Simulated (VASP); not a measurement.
# AlN (P6_3mc) in VASP: relaxation of cell and atoms with PBEsol

Aim: the relaxation of cell and atoms of AlN with PBEsol.

Everything below comes from runs of VASP 6.6.1. Logs are shortened: lines on timing, memory, paths and dates and some standing lists are left out, and cuts for length are marked.

## (1) The cell of the first run

The structure is hexagonal, space group P6_3mc (No. 186). The conventional cell has a = 3.113 Å, b = 3.113 Å, c = 4.981 Å, α = 90.00°, β = 90.00°, γ = 120.00°. Within 2.5 Å of Al (site symmetry 3m) lie 4 N at 1.89 Å. Within 2.5 Å of N (site symmetry 3m) lie 4 Al at 1.89 Å.

## (2) Relaxation of cell and atoms, PBEsol

Input file INCAR:

```
  PREC = Accurate
  ENCUT = 600
  EDIFF = 1E-6
  ISMEAR = 0
  SIGMA = 0.02
  LREAL = False
  LASPH = True
  NELM = 60
  ALGO = Normal
  ISIF = 3
  LWAVE = False
  LCHARG = False
  GGA = PS
  IBRION = 2
  NSW = 80
  EDIFFG = -0.01
```

Input file KPOINTS:

```
Automatic mesh
0
Gamma
  18 18 10
```

Input file POSCAR:

```
AlN
1.0
    3.1130000000      0.0000000000      0.0000000000
   -1.5565000000      2.6959370820      0.0000000000
    0.0000000000      0.0000000000      4.9810000000
Al N
2 2
Direct
    0.3333333333      0.6666666667      0.0000000000
    0.6666666667      0.3333333333      0.5000000000
    0.3333333333      0.6666666667      0.3800000000
    0.6666666667      0.3333333333      0.8800000000
```

Potentials or basis: VASP PAW PBE potentials, release 64 (Al, N).

Run with:

```sh
$ cat potpaw_PBE.64/Al/POTCAR potpaw_PBE.64/N/POTCAR > POTCAR
$ mpirun -np 1 vasp_std > vasp.out
```

OUTCAR:

```text
PREC = Accurate
   ENCUT = 600
   EDIFF = 1E-6
   ISMEAR = 0
   LREAL = False
   LASPH = True
   NELM = 60
   ISIF = 3
   GGA = PS
   IBRION = 2
   NSW = 80
   EDIFFG = -0.01

 ion  position               nearest neighbor table
   1  0.333  0.667  0.000-   3 1.89   4 1.89   4 1.89   4 1.89   2 3.07   2 3.07   2 3.07   2 3.07
                             2 3.07   2 3.07
   2  0.667  0.333  0.500-   4 1.89   3 1.89   3 1.89   3 1.89   1 3.07   1 3.07   1 3.07   1 3.07
                             1 3.07   1 3.07
   3  0.333  0.667  0.380-   1 1.89   2 1.89   2 1.89   2 1.89
   4  0.667  0.333  0.880-   2 1.89   1 1.89   1 1.89   1 1.89

  LATTYP: Found a hexagonal cell.
 ALAT       =     3.1130000000
 C/A-ratio  =     1.6000642467

  Lattice vectors:

 A1 = (   3.1130000000,   0.0000000000,   0.0000000000)
 A2 = (  -1.5565000000,   2.6959370820,   0.0000000000)
 A3 = (   0.0000000000,   0.0000000000,   4.9810000000)

Analysis of symmetry for initial positions (statically):
=====================================================================
 Subroutine PRICEL returns:
 Original cell was already a primitive cell.

 Routine SETGRP: Setting up the symmetry group for a
 hexagonal supercell.

 Subroutine GETGRP returns: Found 12 space group operations
 (whereof  6 operations were pure point group operations)
 out of a pool of 24 trial point group operations.

The static configuration has the point symmetry C_3v.
 The point group associated with its full space group is C_6v.

Analysis of symmetry for dynamics (positions and initial velocities):
=====================================================================
 Subroutine PRICEL returns:
 Original cell was already a primitive cell.

 Routine SETGRP: Setting up the symmetry group for a
 hexagonal supercell.

 Subroutine GETGRP returns: Found 12 space group operations
 (whereof  6 operations were pure point group operations)
 out of a pool of 24 trial point group operations.

The dynamic configuration has the point symmetry C_3v.
 The point group associated with its full space group is C_6v.

 Subroutine INISYM returns: Found 12 space group operations
 (whereof  6 operations are pure point group operations),
 and found     1 'primitive' translations

----------------------------------------------------------------------------------------

                                     Primitive cell

  volume of cell :      41.8028

  direct lattice vectors                    reciprocal lattice vectors
     3.113000000  0.000000000  0.000000000     0.321233537  0.185464269  0.000000000
    -1.556500000  2.695937082  0.000000000     0.000000000  0.370928538  0.000000000
     0.000000000  0.000000000  4.981000000     0.000000000  0.000000000  0.200762899

  length of vectors
     3.113000000  3.113000000  4.981000000     0.370928538  0.370928538  0.200762899

  position of ions in fractional coordinates (direct lattice)
     0.333333333  0.666666667  0.000000000
     0.666666667  0.333333333  0.500000000
     0.333333333  0.666666667  0.380000000
     0.666666667  0.333333333  0.880000000

  ion indices of the primitive-cell ions
   primitive index   ion index
                 1           1
                 2           2
                 3           3
                 4           4

----------------------------------------------------------------------------------------

 KPOINTS: Automatic mesh

Automatic generation of k-mesh.
 Grid dimensions read from file:
 generate k-points for:   18   18   10

 Generating k-lattice:

  Cartesian coordinates                     Fractional coordinates (reciprocal lattice)
     0.017846308  0.010303570  0.000000000     0.055555556  0.000000000  0.000000000
     0.000000000  0.020607141  0.000000000     0.000000000  0.055555556  0.000000000
     0.000000000  0.000000000  0.020076290     0.000000000  0.000000000  0.100000000

  Length of vectors
     0.020607141  0.020607141  0.020076290

  Shift w.r.t. Gamma in fractional coordinates (k-lattice)
     0.000000000  0.000000000  0.000000000

 Subroutine IBZKPT returns following result:
 ===========================================

 Found    222 irreducible k-points:

 Following reciprocal coordinates:
            Coordinates               Weight
  0.000000  0.000000  0.000000      1.000000
  0.055556  0.000000  0.000000      6.000000
  0.111111  0.000000  0.000000      6.000000
  0.166667  0.000000  0.000000      6.000000
  0.222222  0.000000  0.000000      6.000000
  0.277778  0.000000  0.000000      6.000000
[... 16 lines left out ...]
  0.333333  0.111111  0.000000     12.000000
  0.388889  0.111111  0.000000     12.000000
 [... further k-points ...]
   k-points           NKPTS =    222   k-points in BZ     NKDIM =    222   number of bands    NBANDS=     12
   number of dos      NEDOS =    301   number of ions     NIONS =      4
   total plane-waves  NPLWV =  31360
   dimension x,y,z NGX =    28 NGY =   28 NGZ =   40
   dimension x,y,z NGXF=    56 NGYF=   56 NGZF=   80
   ions per type =               2   2
   NGX,Y,Z   is equivalent  to a cutoff of  14.95, 14.95, 13.35 a.u.
   NGXF,Y,Z  is equivalent  to a cutoff of  29.91, 29.91, 26.70 a.u.
 SYSTEM =  unknown system
   PREC   = accura    normal or accurate (medium, high low for compatibility)
   ISTART =      0    job   : 0-new  1-cont  2-samecut
   ICHARG =      2    charge: 1-file 2-atom 10-const
   ISPIN  =      1    spin polarized calculation?
   LNONCOLLINEAR =      F non collinear calculations
   LSORBIT =      F    spin-orbit coupling
   LASPH  =      T    aspherical Exc in radial PAW
   ENCUT  =  600.0 eV  44.10 Ry    6.64 a.u.   6.22  6.22  9.95*2*pi/ulx,y,z
   NELM   =     60;   NELMIN=  2; NELMDL= -5     # of ELM steps
   EDIFF  = 0.1E-05   stopping-criterion for ELM
   LREAL  =      F    real-space projection
   EDIFFG = -.1E-01   stopping-criterion for IOM
   NSW    =     80    number of steps for IOM
   IBRION =      2    ionic relax: 0-MD 1-quasi-New 2-CG
   NFREE  =      1    steps in history (QN), initial steepest desc. (CG)
   ISIF   =      3    stress and relaxation
   ISYM   =      2    0-nonsym 1-usesym 2-fastsym
   POTIM  = 0.5000    time-step for ionic-motion
   TEBEG  =    0.0;   TEEND  =   0.0 temperature during run
   PSTRESS=    0.0 pullay stress
   NELECT =      16.0000    total number of electrons
   NUPDOWN=      -1.0000    fix difference up-down
   EMIN   =  10.00;   EMAX   =-10.00  energy-range for DOS
   EFERMI =   0.00;   METHOD = LEGACY
   ISMEAR =     0;   SIGMA  =   0.02  broadening in eV -4-tet -1-fermi 0-gaus
   EFERMI_NEDOS =   21; number of points for ismear=-14 and -15
   IALGO  =     38    algorithm
   IMIX   =      4    mixing-type and parameters
     AMIX     =   0.40;   BMIX     =  1.00
     AMIX_MAG =   1.60;   BMIX_MAG =  1.00
  volume/ion in A,a.u.               =      10.45        70.52
  Fermi-wavevector in a.u.,A,eV,Ry     =   1.188629  2.246183 19.222843  1.412839
  Thomas-Fermi vector in A             =   2.324754
   LORBIT       =      0    0 simple, 1 ext, 2 COOP (PROOUT), +10 PAW based schemes
   GGA     = PS    functional components
   LHFCALC =     F    Hartree Fock is set to
   AEXX    =    0.0000 exact exchange contribution
   IVDW    =     0    specifies the selected vdW correction
   LEPSILON=     F    determine dielectric tensor
   LRPA    =     F    only Hartree local field effects (RPA)
 conjugate gradient relaxation of ions
 non-spin polarized calculation
 Gauss-broadening in eV      SIGMA  =   0.02
  energy-cutoff  :      600.00
  volume of cell :       41.80
 maximum number of plane-waves:      1418
 NGX is ok and might be reduce to    28
   NGX = 13   NGY = 13   NGZ = 19

--------------------------------------- Ionic step        1  -------------------------------------------

 number of electron      16.0000000 magnetization

 Free energy of the ion-electron system (eV)
  ---------------------------------------------------
  ext. energy  EPLUGINS =         0.00000000
  ---------------------------------------------------
  free energy    TOTEN  =       -31.31435230 eV

  energy without entropy =      -31.31435230  energy(sigma->0) =      -31.31435230

------------------------ aborting loop because EDIFF is reached ----------------------------------------

  FORCE on cell =-STRESS in cart. coord.  units (eV):
  Direction    XX          YY          ZZ          XY          YZ          ZX
  --------------------------------------------------------------------------------------
  -------------------------------------------------------------------------------------
  Total       -0.1198806     -0.1198806      0.2711865      0.0000000      0.0000000      0.0000000
  in kB       -4.5946668     -4.5946668     10.3937732      0.0000000      0.0000000      0.0000000
  external PRESSURE =       0.4014799 kB  Pullay stress =       0.0000000 kB
[... 175 lines left out ...]
  energy  without entropy=      -31.3156771048  energy(sigma->0) =      -31.31567710

--------------------------------------- Ionic step        6  -------------------------------------------

 number of electron      15.9999999 magnetization

 Free energy of the ion-electron system (eV)
  ---------------------------------------------------
  ext. energy  EPLUGINS =         0.00000000
  ---------------------------------------------------
  free energy    TOTEN  =       -31.31568344 eV

  energy without entropy =      -31.31568344  energy(sigma->0) =      -31.31568344

 E-fermi :   6.2052     XC(G=0): -11.1048

 val. band max:        6.0635504554   @ k =   0.0000   0.0000   0.0000
 cond. band min:      10.1847177530   @ k =   0.0000   0.0000   0.0000
 fundamental gap:      4.1211672975
 Fermi energy:         6.2052475311

 k-point     1 :       0.0000    0.0000    0.0000
  band No.  band energies     occupation
      1      -9.1072      2.00000
      2      -6.9229      2.00000
      3       0.0069      2.00000
      4       5.1827      2.00000
      5       5.1827      2.00000
      6       5.8377      2.00000
      7       5.8377      2.00000
      8       6.0636      2.00000
      9      10.1847      0.00000
     10      12.6178      0.00000
     11      16.5653      0.00000
     12      17.0875      0.00000
[... 331 lines left out ...]
 k-point    24 :       0.3889    0.1111    0.0000
  band No.  band energies     occupation
      1      -7.1549      2.00000
      2      -6.3669      2.00000
      3       0.7826      2.00000
      4       2.0254      2.00000
      5       2.5959      2.00000
      6       3.5234      2.00000
      7       4.4030      2.00000
      8       4.9566      2.00000
      9      11.7299      0.00000
     10      12.4578      0.00000
     11      14.4216      0.00000
     12      16.1138      0.00000

 [... further k-points ...]

------------------------ aborting loop because EDIFF is reached ----------------------------------------

  FORCE on cell =-STRESS in cart. coord.  units (eV):
  Direction    XX          YY          ZZ          XY          YZ          ZX
  --------------------------------------------------------------------------------------
  -------------------------------------------------------------------------------------
  Total        0.0201691      0.0201691      0.0265206      0.0000000      0.0000000     -0.0000000
  in kB        0.7731848      0.7731848      1.0166711      0.0000000      0.0000000     -0.0000000
  external PRESSURE =       0.8543469 kB  Pullay stress =       0.0000000 kB
[... 19 lines left out ...]
  FREE ENERGIE OF THE ION-ELECTRON SYSTEM (eV)
  ---------------------------------------------------
  free  energy   TOTEN  =       -31.3156834374 eV

  energy  without entropy=      -31.3156834374  energy(sigma->0) =      -31.31568344

 reached required accuracy - stopping structural energy minimisation
```

Run time: 3.3 min. Hardware: 1 thread of Intel Xeon Platinum 8559C (Emerald Rapids), shared host; peak memory 0.27 GiB.

Results:

```
Free energy                           : -31.3157 eV
Relaxed volume                        : 10.45 Å³/atom
Relaxed cell                          : a = 3.113 Å, b = 3.113 Å, c = 4.981 Å, α = 90.00°, β = 90.00°, γ = 120.00°
Space group after relaxing (to 0.1 Å) : P6_3mc (No. 186)
Energy gained by relaxing             : 0.3 meV/atom
Ionic steps                           : 6
Pressure after relaxing               : 0.1 GPa
Band gap on the k mesh                : 4.12 eV
```

The path:
| step | energy change (eV) | largest force (eV/Å) | pressure (GPa) | volume (Å³) |
| --- | --- | --- | --- | --- |
| 1 | 0.0000 | 0.1321 | 0.04 | 41.80 |
| 2 | -0.0003 | 0.0871 | 0.02 | 41.82 |
| 3 | -0.0012 | 0.0143 | 0.05 | 41.81 |
| 4 | -0.0013 | 0.0063 | -0.06 | 41.83 |
| 5 | -0.0013 | 0.0013 | -0.12 | 41.84 |
| 6 | -0.0013 | 0.0005 | 0.09 | 41.79 |

Final structure:
```
CELL_PARAMETERS angstrom
3.11271 0.00000 0.00000
-1.55635 2.69568 0.00000
0.00000 0.00000 4.98090
ATOMIC_POSITIONS crystal
Al 0.33333 0.66667 0.99899
Al 0.66667 0.33333 0.49899
N 0.33333 0.66667 0.38101
N 0.66667 0.33333 0.88101
```

Caveat: the PAW data sets were made with another functional, which shifts forces and pressure a little.
